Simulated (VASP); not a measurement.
# Cd2HgS3: single point with PBE

Crystal: Cd2HgS3.

```xyz
12
Lattice="4.2120 0.0033 -0.0009 0.0051 7.2702 -0.0122 -0.0022 -0.0176 10.3003" Properties=species:S:1:pos:R:3 pbc="T T T"
Cd    2.1082    3.6352    0.0110
Cd    0.0009   -0.0028    0.0171
Cd    2.1021    1.2094    3.4233
Cd    4.2135    4.8450    3.4190
Hg    4.2244    2.4160    6.8505
Hg    2.1039    6.0503    6.8427
S     4.2075   -0.0091    7.7508
S     2.1142    3.6254    7.7450
S     4.2089    2.4193    4.2625
S     2.1072    6.0541    4.2553
S     2.1064    1.2094    0.8557
S     4.2143    4.8459    0.8508
```

```
Program             : VASP 6.6.1
Task                : single point
Functional          : PBE
Potentials or basis : VASP PAW PBE potentials, release 64 (Cd, Hg, S)
Cutoff              : 520 eV
k mesh              : 4 × 2 × 2
Occupations         : gaussian, width 0.1 eV
Spin                : no spin polarisation
```

```
Pressure               : 0.3 GPa
Largest force          : 0.013 eV/Å
Band gap on the k mesh : 0.35 eV
```

Forces on the atoms (eV/Å):
```
Cd   0.002 -0.005 -0.011
Cd   0.001 -0.002 -0.007
Cd   0.005 -0.004  0.011
Cd   0.002 -0.005  0.010
Hg  -0.001 -0.008 -0.004
Hg   0.004 -0.009 -0.005
S   -0.003  0.008  0.001
S   -0.004  0.007  0.003
S   -0.001  0.006 -0.001
S   -0.001  0.002  0.002
S   -0.002  0.005  0.001
S   -0.001  0.005  0.001
```

Stress tensor (GPa, compression positive):
```
 0.38 -0.03 -0.01
-0.03  0.34  0.02
-0.01  0.02  0.23
```

Levels at points of the mesh, in eV from the valence-band top:
```tsv
k point	band 51	band 52	band 53	band 54	band 55	band 56	band 57	band 58
(0.00, 0.00, 0.00)	-0.62	-0.09	-0.01	0.00	0.35	2.18	2.58	2.81
(0.50, 0.00, 0.00)	-1.51	-1.50	-0.85	-0.84	3.15	3.15	4.05	4.06
(0.00, 0.50, 0.00)	-0.53	-0.53	-0.52	-0.52	2.15	2.16	3.41	3.41
(0.50, 0.50, 0.00)	-1.24	-1.23	-1.00	-0.99	2.82	2.83	3.49	3.50
(0.00, 0.00, 0.50)	-0.47	-0.45	-0.09	-0.08	1.34	1.91	2.25	2.51
(0.50, 0.00, 0.50)	-1.32	-1.31	-1.21	-1.20	3.14	3.14	3.93	3.93
(0.00, 0.50, 0.50)	-0.88	-0.88	-0.44	-0.44	2.28	2.28	3.10	3.10
(0.50, 0.50, 0.50)	-0.84	-0.84	-0.80	-0.80	2.25	2.26	3.73	3.74
```

It took 6.1 min on 1 thread of Intel(R) Xeon(R) Platinum 8259CL CPU @ 2.50GHz (Skylake/Cascade Lake), on a shared host, peak memory 0.47 GiB.

Caveat: the k points lie up to 0.43 Å⁻¹ apart; spin-orbit coupling is left out, which moves the levels of the heavy elements.
